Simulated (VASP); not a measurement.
A run of VASP 6.6.1:

Contents of POSCAR:

```
AlN
1.0
    0.0000000000      2.0345180000      2.0345180000
    2.0345180000      0.0000000000      2.0345180000
    2.0345180000      2.0345180000      0.0000000000
Al N
1 1
Direct
    0.5000000000      0.5000000000      0.5000000000
    0.0000000000      0.0000000000      0.0000000000
```

Contents of INCAR.step1:

```
SYSTEM = AlN
PREC = Accurate
ENCUT = 520
EDIFF = 1E-5
ISMEAR = -1
SIGMA = 0.05
LREAL = .FALSE.
LASPH = .TRUE.
NELM = 100
ALGO = Normal
ISIF = 2
LWAVE = .TRUE.
GGA = PE
NBANDS = 11
```

INCAR.step2

```
SYSTEM = AlN
PREC = Accurate
ENCUT = 520
EDIFF = 1E-6
ISMEAR = -1
SIGMA = 0.05
LREAL = .FALSE.
LASPH = .TRUE.
NELM = 100
ALGO = Normal
ISIF = 2
LWAVE = .FALSE.
LCHARG = .TRUE.
GGA = PE
LHFCALC = .TRUE.
AEXX = 0.25
PRECFOCK = Normal
LELF = .TRUE.
LVHAR = .TRUE.
ISTART = 1
NBANDS = 11
```

Contents of KPOINTS:

```
Automatic mesh
0
G
  8 8 8
  0 0 0
```

Potentials or basis: VASP PAW PBE potentials, release 64 (Al, N).

Run with:

```console
$ cat potpaw_PBE.64/Al/POTCAR potpaw_PBE.64/N/POTCAR > POTCAR
$ cp INCAR.step1 INCAR
$ mpirun -np 1 vasp_std > vasp.out
$ cp INCAR.step2 INCAR
$ mpirun -np 1 vasp_std > vasp.out
```

Hardware: 1 thread of Intel(R) Xeon(R) 6975P-C (Granite Rapids), on a shared host.

Problem. How long does it take, and how much memory?

Solution. It took 11 min on 1 thread of Intel(R) Xeon(R) 6975P-C (Granite Rapids), with other jobs on the host, peak memory 0.15 GiB. Counts: k points 29.
